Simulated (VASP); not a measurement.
A run of VASP 6.6.1 is set up as follows.

Contents of INCAR:

```
PREC = Accurate ; ENCUT = 520
EDIFF = 1E-6 ; ISMEAR = 0
SIGMA = 0.1 ; LREAL = False
LASPH = True ; NELM = 80
ALGO = Normal ; ISIF = 2
LWAVE = False ; LCHARG = True
GGA = PE ; LELF = True
LVHAR = True ; NBANDS = 26
```

KPOINTS

```
Automatic mesh
0
Gamma
  4 4 6
```

File POSCAR:

```
TlAgS2
1.0
    5.2470000000      0.0000000000      0.0000000000
    0.0000000000      5.2470000000      0.0000000000
    0.0000000000      0.0000000000      3.0032467400
Tl Ag S
1 1 2
Direct
    0.5000000000      0.5000000000      0.5000000000
    0.0000000000      0.0000000000      0.0000000000
    0.5000000000      0.0000000000      0.0000000000
    0.0000000000      0.5000000000      0.0000000000
```

Potentials or basis: VASP PAW PBE potentials, release 64 (Tl_d, Ag, S).

Launch:

```sh
$ cat potpaw_PBE.64/Tl_d/POTCAR potpaw_PBE.64/Ag/POTCAR potpaw_PBE.64/S/POTCAR > POTCAR
$ mpirun -np 1 vasp_std > vasp.out
```

**Question.** Estimate the pressure.

**Answer.** 2.4 GPa.

**Question.** Estimate the band gap on the k mesh.

**Answer.** Zero (bands 18 and 19 overlap by 2.62 eV).

Stress tensor (GPa, compression positive):
```
-0.79  0.00  0.00
 0.00 -0.79  0.00
 0.00  0.00  8.86
```

Caveat: the stress differs along the axes, from -1 to 9 GPa; spin-orbit coupling is left out, which moves the levels of the heavy elements.
